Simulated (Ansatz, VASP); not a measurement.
Tl2F in VASP and in Ansatz

File INCAR:

```
SYSTEM = Tl2F
PREC     = Accurate       ! precision mode
ENCUT    = 600            ! plane-wave cutoff, eV
EDIFF    = 1E-7           ! SCF threshold, eV
ISMEAR   = 0              ! smearing method
SIGMA    = 0.1            ! smearing width, eV
LREAL    = .False.        ! projectors in reciprocal space
LASPH    = .True.         ! aspherical terms in the spheres
NELM     = 60             ! most SCF steps
ALGO     = Normal         ! electronic algorithm
ISIF     = 3              ! what is computed and relaxed
LWAVE    = .False.        ! write WAVECAR
LCHARG   = .False.        ! write CHGCAR
GGA      = PE             ! functional
IBRION   = 2              ! ionic algorithm
NSW      = 90             ! ionic steps
EDIFFG   = -0.04          ! ionic threshold
```

File KPOINTS:

```
Automatic mesh
0
Gamma
  6 6 4
  0 0 0
```

Contents of POSCAR:

```
Tl2F
1.0
    4.9156667200      0.0000000000      0.0000000000
   -2.4578333600      4.2570922600      0.0000000000
    0.0000000000      0.0000000000      3.7995671400
Tl F
2 1
Direct
    0.3333333300      0.6666666700      0.5000000000
    0.6666666700      0.3333333300      0.5000000000
    0.0000000000      0.0000000000      0.5000000000
```

Input for Ansatz:

```yaml
crystal:
  lattice:
    - [4.91566672, 0.0, 0.0]
    - [-2.45783336, 4.25709226, 0.0]
    - [0.0, 0.0, 3.79956714]
  atoms:
    - { symbol: Tl, position: [0.33333333, 0.66666667, 0.5] }
    - { symbol: Tl, position: [0.66666667, 0.33333333, 0.5] }
    - { symbol: F, position: [0.0, 0.0, 0.5] }
basis:
  ecutwfc: 420
kpoints:
  mp_grid: { grid: [6, 6, 4] }
hamiltonian:
  xc: pbe
scf:
  occupations: { method: gaussian, width: 0.1 }
  lower_state_search: "off"
output:
  forces: true
  stress: true
  eigenvalues: true
relax:
  adjacent_minimum: "off"
  f_tol: 0.04
  max_steps: 70
  cell: { stress_tol: 0.4 }
```

Alike in both runs: task relaxation of cell and atoms; functional PBE; k mesh 6 × 6 × 4; occupations gaussian, width 0.1 eV; no spin polarisation.

|  | VASP | Ansatz |
| --- | --- | --- |
| version | VASP 6.6.1 | Ansatz 0.2.0 |
| potentials or method | VASP PAW PBE potentials, release 64 (Tl_d, F), cutoff 600 eV | scalar-relativistic, plane waves, PAW |
| valence electrons in the cell | 33 | 33 |

|  | VASP | Ansatz | Ansatz less VASP |
| --- | --- | --- | --- |
| gap on the k mesh at the Fermi level, each at its own relaxed structure (eV) | none | none | - |
| relaxed volume (Å³/atom) | 26.23 | 26.16 | -0.074 |
| relaxed length of the cell vector where the two differ most in proportion (Å) | 5.247 | 5.233 | -0.0143 |

A gap of «none» marks a metal or a gap that the smearing closes.

The k mesh is coarse, so the values compare programs but aren't converged. Neither program's run includes spin-orbit coupling.
